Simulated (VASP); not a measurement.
The system is MgO.

```
Mg O
1.0
     3.28822    0.00000    0.00000
    -1.64411    2.84768    0.00000
     0.00000    0.00000    5.03437
Mg O
2 2
Direct
  0.33333 0.66667 0.99016
  0.66667 0.33333 0.49016
  0.33333 0.66667 0.38484
  0.66667 0.33333 0.88484
```

Program: VASP 6.6.1. Alike in all runs: task single point; potentials or basis VASP PAW PBE potentials, release 64 (Mg, O); no spin polarisation; cell as given; cutoff (eV) 520; smearing gaussian 0.01 eV. Hardware: 1 thread of AMD EPYC 9R45 96-Core Processor (Zen 5), with other jobs on the host.

Question: Order these runs on this cell by their wall time, lowest first.
A. level r2SCAN; k mesh 9 × 9 × 4
B. level r2SCAN; k mesh 12 × 12 × 6
C. level PBE; k mesh 12 × 12 × 6

Answer: C (20 s), A (49 s), B (110 s).
